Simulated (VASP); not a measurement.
Runs of VASP 6.6.1 on Re. The structure is that of space group P6_3/mmc (No. 194), or close to it. The cells are those of the table. 

```csv
task,cell,k mesh,cutoff (eV),gap on the mesh (eV),pressure (GPa)
single point,"a = 2.715, b = 2.715, c = 4.378 Å, angles 90.0, 90.0, 120.0°, 2 atoms",21 × 21 × 12,520,none,18.0
single point,"a = 2.752, b = 2.752, c = 4.438 Å, angles 90.0, 90.0, 120.0°, 2 atoms",13 × 13 × 7,520,none,(b)
single point,"a = 2.788, b = 2.788, c = 4.496 Å, angles 90.0, 90.0, 120.0°, 2 atoms",21 × 21 × 12,520,none,-14.3
relaxation of cell and atoms,"relaxed from a = 2.761, b = 2.761, c = 4.458 Å, angles 90.0, 90.0, 120.0°, 2 atoms",13 × 13 × 7,600,none,0.1
single point,"a = 2.677, b = 2.677, c = 4.316 Å, angles 90.0, 90.0, 120.0°, 2 atoms",21 × 21 × 12,520,none,40.3
single point,"a = 2.858, b = 2.858, c = 4.609 Å, angles 90.0, 90.0, 120.0°, 2 atoms",21 × 21 × 12,520,none,-35.0
single point,"a = 2.824, b = 2.824, c = 4.553 Å, angles 90.0, 90.0, 120.0°, 2 atoms",21 × 21 × 12,520,none,(a)
single point,"a = 2.637, b = 2.637, c = 4.253 Å, angles 90.0, 90.0, 120.0°, 2 atoms",21 × 21 × 12,520,none,68.1
```

Alike in all rows: level PBEsol; potentials or basis VASP PAW PBE potentials, release 64 (Re); no spin polarisation; smearing fermi-dirac 0.1 eV.

**Question.** Estimate the missing entries.

**Answer.** (a) -25.8; (b) 0.0.

Caveats: the PAW data sets were made with another functional, which shifts forces and pressure a little; spin-orbit coupling is left out, which moves the levels of the heavy elements; the cell stands under pressure (at least some runs); the cell stands under tension (at least some runs).

A k mesh can miss the band edges, and the runs leave out spin-orbit coupling on Re.

A gap of «none» marks levels without a gap at the run's occupations.
